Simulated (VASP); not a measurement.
# BAs (Pm-3m) in VASP: a series of runs, part 2 of 2

VASP 6.6.1. Earlier steps stand in the parts before.

### 5 Relaxation of cell and atoms, PBEsol-based screened hybrid with 25 % exact exchange

The input, POSCAR:

```
BAs
1.0
    2.9343700000      0.0000000000      0.0000000000
    0.0000000000      2.9343700000      0.0000000000
    0.0000000000      0.0000000000      2.9343700000
B As
1 1
Direct
    0.5000000000      0.5000000000      0.5000000000
    0.0000000000      0.0000000000      0.0000000000
```

The input, INCAR.step1:

```
PREC = Accurate ; ENCUT = 600
EDIFF = 1E-5 ; ISMEAR = -1
SIGMA = 0.05 ; LREAL = False
LASPH = True ; NELM = 80
ALGO = Normal ; LWAVE = True
LCHARG = False ; GGA = PE
NBANDS = 11
```

The input, INCAR.step2:

```
PREC = Accurate ; ENCUT = 600
EDIFF = 1E-6 ; ISMEAR = -1
SIGMA = 0.05 ; LREAL = False
LASPH = True ; NELM = 80
ALGO = Normal ; ISIF = 3
LWAVE = False ; LCHARG = False
GGA = PS ; LHFCALC = True
AEXX = 0.25 ; HFSCREEN = 0.207
PRECFOCK = Normal ; IBRION = 2
NSW = 60 ; EDIFFG = -0.01
ISTART = 1
```

The input, KPOINTS:

```
regular mesh
0
Gamma
  5 5 5
```

Potentials or basis: VASP PAW PBE potentials, release 64 (B, As).

The run is started by

```
$ cat potpaw_PBE.64/B/POTCAR potpaw_PBE.64/As/POTCAR > POTCAR
$ cp INCAR.step1 INCAR
$ mpirun -np 1 vasp_std > vasp.out
$ cp INCAR.step2 INCAR
$ mpirun -np 1 vasp_std > vasp.out
```

OUTCAR:

```text
PREC = Accurate
   ENCUT = 600
   EDIFF = 1E-6
   ISMEAR = -1
   LREAL = False
   LASPH = True
   NELM = 80
   ISIF = 3
   GGA = PS
   LHFCALC = True
   AEXX = 0.25
   HFSCREEN = 0.207
   PRECFOCK = Normal
   IBRION = 2
   NSW = 60
   EDIFFG = -0.01
   ISTART = 1

 ion  position               nearest neighbor table
   1  0.500  0.500  0.500-   2 2.54   2 2.54   2 2.54   2 2.54   2 2.54   2 2.54   2 2.54   2 2.54

   2  0.000  0.000  0.000-   1 2.54   1 2.54   1 2.54   1 2.54   1 2.54   1 2.54   1 2.54   1 2.54

  LATTYP: Found a simple cubic cell.
 ALAT       =     2.9343700000

  Lattice vectors:

 A1 = (   2.9343700000,   0.0000000000,   0.0000000000)
 A2 = (   0.0000000000,   2.9343700000,   0.0000000000)
 A3 = (   0.0000000000,   0.0000000000,   2.9343700000)

Analysis of symmetry for initial positions (statically):
=====================================================================
 Subroutine PRICEL returns:
 Original cell was already a primitive cell.

 Routine SETGRP: Setting up the symmetry group for a
 simple cubic supercell.

 Subroutine GETGRP returns: Found 48 space group operations
 (whereof 48 operations were pure point group operations)
 out of a pool of 48 trial point group operations.

The static configuration has the point symmetry O_h .

Analysis of symmetry for dynamics (positions and initial velocities):
=====================================================================
 Subroutine PRICEL returns:
 Original cell was already a primitive cell.

 Routine SETGRP: Setting up the symmetry group for a
 simple cubic supercell.

 Subroutine GETGRP returns: Found 48 space group operations
 (whereof 48 operations were pure point group operations)
[... 100 lines left out ...]
   EMIN   =  10.00;   EMAX   =-10.00  energy-range for DOS
   EFERMI =   0.00;   METHOD = LEGACY
   ISMEAR =    -1;   SIGMA  =   0.05  broadening in eV -4-tet -1-fermi 0-gaus
   EFERMI_NEDOS =   21; number of points for ismear=-14 and -15
   IALGO  =     38    algorithm
   IMIX   =      1    mixing-type and parameters
     AMIX     =   0.40;   BMIX     =  1.00
     AMIX_MAG =   1.60;   BMIX_MAG =  1.00
  volume/ion in A,a.u.               =      12.63        85.25
  Fermi-wavevector in a.u.,A,eV,Ry     =   1.115809  2.108574 16.939665  1.245030
  Thomas-Fermi vector in A             =   2.252417
   LORBIT       =      0    0 simple, 1 ext, 2 COOP (PROOUT), +10 PAW based schemes
   GGA     = PS    functional components
   LHFCALC =     T    Hartree Fock is set to
   PRECFOCK=normal    Normal, Fast or Accurate (Low or Medium for compatibility)
   ENCUT4O =  -1.0   cutoff for four orbital integrals eV
   NKREDX  =     1    reduce k-point grid by
   NKREDY  =     1    reduce k-point grid by
   NKREDZ  =     1    reduce k-point grid by
   AEXX    =    0.2500 exact exchange contribution
   HFSCREEN=    0.2070 screening length (either q_TF or 0.3 A-1)
   HFSCREENC=   0.2070 screening length for correlation (either q_TF or 0.3 A-1)
   ENCUTFOCK=  -1.0 apply spherical cutoff to Coloumb kernel
   IVDW    =     0    specifies the selected vdW correction
   LEPSILON=     F    determine dielectric tensor
   LRPA    =     F    only Hartree local field effects (RPA)
 conjugate gradient relaxation of ions
 non-spin polarized calculation
  energy-cutoff  :      600.00
  volume of cell :       25.27
 maximum number of plane-waves:       861
 NGX is ok and might be reduce to    24
  NGX = 18; NGY = 18; NGZ = 18

--------------------------------------- Ionic step        1  -------------------------------------------

 number of electron       8.0000000 magnetization

 Free energy of the ion-electron system (eV)
  ---------------------------------------------------
  ext. energy  EPLUGINS =         0.00000000
  ---------------------------------------------------
  free energy    TOTEN  =       -10.24084513 eV

  energy without entropy =      -10.23725201  energy(sigma->0) =      -10.23904857

------------------------ aborting loop because EDIFF is reached ----------------------------------------

  FORCE on cell =-STRESS in cart. coord.  units (eV):
  Direction    XX          YY          ZZ          XY          YZ          ZX
  --------------------------------------------------------------------------------------
  -------------------------------------------------------------------------------------
  Total       -1.3744690     -1.3744690     -1.3744690      0.0000000      0.0000000      0.0000000
  in kB      -87.1567283    -87.1567283    -87.1567283      0.0000000      0.0000000      0.0000000
  external PRESSURE =     -87.1567283 kB  Pullay stress =       0.0000000 kB
[... 59 lines left out ...]
--------------------------------------- Ionic step        3  -------------------------------------------

 number of electron       8.0000001 magnetization

 Free energy of the ion-electron system (eV)
  ---------------------------------------------------
  ext. energy  EPLUGINS =         0.00000000
  ---------------------------------------------------
  free energy    TOTEN  =       -10.29442740 eV

  energy without entropy =      -10.29221040  energy(sigma->0) =      -10.29331890

 E-fermi :   8.2133     XC(G=0):  -9.6827

 val. band max:        7.9894095260   @ k =   0.4000   0.4000   0.2000
 cond. band min:       8.4021364692   @ k =   0.2000   0.2000   0.0000
 fundamental gap:      0.4127269432
 Fermi energy:         8.2133314705

 k-point     1 :       0.0000    0.0000    0.0000
  band No.  band energies     occupation
      1     -10.5448      2.00000
      2       6.7870      2.00000
      3       6.7870      2.00000
      4       6.7870      2.00000
      5       8.5901      0.00107
      6      13.9278      0.00000
      7      13.9278      0.00000
      8      19.2835      0.00000
[... 126 lines left out ...]
  FREE ENERGIE OF THE ION-ELECTRON SYSTEM (eV)
  ---------------------------------------------------
  free  energy   TOTEN  =       -10.2944273963 eV

  energy  without entropy=      -10.2922103968  energy(sigma->0) =      -10.29331890

 reached required accuracy - stopping structural energy minimisation
```

OUTCAR.step1:

```text
PREC = Accurate
   ENCUT = 600
   EDIFF = 1E-5
   ISMEAR = -1
   LREAL = False
[... 345 lines left out ...]
      1.46718      1.46718      1.46718         0.000000      0.000000      0.000000
      0.00000      0.00000      0.00000         0.000000      0.000000      0.000000
 -----------------------------------------------------------------------------------
    total drift:                                0.000000      0.000000     -0.000000

  FREE ENERGIE OF THE ION-ELECTRON SYSTEM (eV)
  ---------------------------------------------------
  free  energy   TOTEN  =        -8.3137889738 eV

  energy  without entropy=       -8.3092748792  energy(sigma->0) =       -8.31153193
```

Wall time 11 min (1 thread of Intel Xeon 8259CL, shared host); peak memory 0.25 GiB.

What came out:

```
Free energy                           : -10.2944 eV
Relaxed volume                        : 11.72 Å³/atom
Relaxed cell                          : a = 2.862 Å, b = 2.862 Å, c = 2.862 Å, α = 90.00°, β = 90.00°, γ = 90.00°
Space group after relaxing (to 0.1 Å) : Pm-3m (No. 221)
Energy gained by relaxing             : 26.8 meV/atom
Ionic steps                           : 3
Pressure after relaxing               : -0.1 GPa
Band gap on the k mesh                : zero (bands 4 and 5 overlap by 4.02 eV)
```

Step by step:
| step | energy change (eV) | largest force (eV/Å) | pressure (GPa) | volume (Å³) |
| --- | --- | --- | --- | --- |
| 1 | 0.0000 | 0.0000 | -8.72 | 25.27 |
| 2 | -0.0465 | 0.0000 | 3.96 | 22.84 |
| 3 | -0.0536 | 0.0000 | -0.12 | 23.44 |

Final structure:
```xyz
2
Lattice="2.8618 0.0000 0.0000 0.0000 2.8618 0.0000 0.0000 0.0000 2.8618" Properties=species:S:1:pos:R:3 pbc="T T T"
B     1.4309    1.4309    1.4309
As    0.0000    0.0000    0.0000
```

Levels at points of the mesh, in eV from the Fermi level:
| k point | band 2 | band 3 | band 4 | band 5 | band 6 | band 7 |
| --- | --- | --- | --- | --- | --- | --- |
| (0.00, 0.00, 0.00) | -1.43 | -1.43 | -1.43 | 0.38 | 5.71 | 5.71 |

Caveat: the k points lie up to 0.44 Å⁻¹ apart in the final cell, too coarse for converged energies and pressures of a metal; the PAW data sets were made with another functional, which shifts forces and pressure a little.

### 6 The runs side by side

```csv
level,share of exact exchange,screening parameter,gap on the mesh (eV),pressure (GPa),relaxed volume (Å³/atom)
B3LYP,0.2,-,none,0.0,12.88
HSE06,0.25,0.2079 1/Å,none,-0.1,11.90
PBE-based screened hybrid with 25 % exact exchange,0.25,0.3 1/Å,none,-0.1,11.96
PBEsol-based screened hybrid with 25 % exact exchange,0.25,0.207 1/Å,none,-0.1,11.72
```

Alike in all rows: task relaxation of cell and atoms; potentials or basis VASP PAW PBE potentials, release 64 (B, As); no spin polarisation; cell relaxed; k mesh 5 × 5 × 5; cutoff (eV) 600; smearing fermi-dirac 0.05 eV.

Caveats: all runs use coarse meshes; the PAW data sets were made with another functional, which shifts forces and pressure a little.

Absolute energies hang on the potentials; compare differences alone.
